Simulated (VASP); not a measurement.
A run of VASP 6.6.1 is set up as follows.

The input INCAR:

```
PREC = Accurate ; ENCUT = 600
EDIFF = 1E-6 ; ISMEAR = 0
SIGMA = 0.1 ; LREAL = F
LASPH = T ; NELM = 100
ALGO = Normal ; ISIF = 3
LWAVE = F ; LCHARG = F
GGA = PE ; IBRION = 2
NSW = 100 ; EDIFFG = -0.01
```

File KPOINTS:

```
Automatic mesh
0
Gamma
  12 12 8
```

POSCAR

```
CaHfAs2
1.0
    4.0499166700      0.0000000000      0.0000000000
   -2.0249583300      3.5073307200      0.0000000000
    0.0000000000      0.0000000000      6.6540873500
Ca Hf As
1 1 2
Direct
    0.0000000000      0.0000000000      0.0000000000
    0.0000000000      0.0000000000      0.5000000000
    0.3333333300      0.6666666700      0.7175338400
    0.6666666700      0.3333333300      0.2824661600
```

Potentials or basis: VASP PAW PBE potentials, release 64 (Ca_sv, Hf_pv, As).

Command:

```bash
$ cat potpaw_PBE.64/Ca_sv/POTCAR potpaw_PBE.64/Hf_pv/POTCAR potpaw_PBE.64/As/POTCAR > POTCAR
$ mpirun -np 1 vasp_std > vasp.out
```

(1) What does it give for the band gap on the k mesh?

(2) Estimate the space group after relaxing (to 0.05 Å).

(3) Predict the relaxed volume.

Answers

(1) zero (band 15 reaches 5.00 eV, above the bottom of band 16 at 4.09 eV).

(2) P-3m1 (No. 164).

(3) 23.59 Å³/atom.

Caveat: spin-orbit coupling is left out, which moves the levels of the heavy elements.
